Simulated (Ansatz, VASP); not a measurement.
# One calculation of Zn2O, two programs

```
Zn O
1.0
     2.95000    0.00000    0.00000
    -1.47500    2.55477    0.00000
     0.00000    0.00000    4.86000
Zn O
2 1
Cartesian
  1.4750 0.8516 3.6450
  0.0000 1.7032 1.2150
  0.0000 0.0000 0.0000
```

Alike in both runs: task relaxation of cell and atoms; functional PBE; k mesh 8 × 8 × 4; occupations gaussian, width 0.2 eV; no spin polarisation.

|  | VASP | Ansatz |
| --- | --- | --- |
| version | VASP 6.6.1 | Ansatz 0.2.0 |
| potentials or method | VASP PAW PBE potentials, release 64 (Zn, O), cutoff 600 eV | scalar-relativistic, plane waves, PAW |
| valence electrons in the cell | 30 | 30 |

VASP gave:

| Quantity | Value |
| --- | --- |
| gap on the k mesh at the Fermi level, each at its own relaxed structure (eV) | none |
| relaxed volume (Å³/atom) | 12.24 |
| relaxed cell length with the largest relative difference (Å) | 3.028 |

Question: What did Ansatz give for the same quantities?

Answer: gap on the k mesh at the Fermi level, each at its own relaxed structure (eV): none; relaxed volume (Å³/atom): 12.19; relaxed cell length with the largest relative difference (Å): 3.015.

A gap of «none» marks a metal or a gap that the smearing closes.
